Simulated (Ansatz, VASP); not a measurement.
Two plane-wave programs on Si3C2

```
CELL_PARAMETERS angstrom
2.73520 0.00000 0.00000
0.00000 2.80833 0.00000
0.00000 0.00000 6.88651
ATOMIC_POSITIONS crystal
Si 0.00000 0.50000 0.28454
Si 0.00000 0.50000 0.92932
Si 0.00000 0.00000 0.60482
C 0.50000 0.00000 0.87060
C 0.50000 0.50000 0.48272
```

Change from the starting cell: species swapped into the Er2Si3 type (Pmm2, No. 25).

Alike in both runs: task single point; functional PBE; k mesh 6 × 6 × 4; occupations gaussian, width 0.1 eV; collinear spin.

|  | VASP | Ansatz |
| --- | --- | --- |
| version | VASP 6.6.1 | Ansatz 0.2.0 |
| potentials or method | VASP PAW PBE potentials, release 64 (Si, C), cutoff 520 eV | scalar-relativistic, plane waves, PAW |
| valence electrons in the cell | 20 | 20 |

|  | VASP | Ansatz | Ansatz less VASP |
| --- | --- | --- | --- |
| gap on the k mesh at the Fermi level (eV) | none | none | - |
| pressure (GPa) | 0.0 | 0.0 | -0.03 |
| traceless stress, the component that is largest in VASP (GPa) | 0.28 | 0.39 | +0.103 |
| rms of the force components (eV/Å) | 0.004 | 0.004 | -0.0004 |
| net moment per atom (μB) | 0.00 | 0.00 | 0.000 |

Atom by atom the forces differ by 0.004 eV/Å (rms over components). A gap of «none» marks a metal or a gap that the smearing closes. With one functional, cell and mesh, what is left measures potentials, basis and numerics. Ansatz's warnings: seeded moment not kept.

The k mesh is coarse, so the values compare programs but aren't converged.
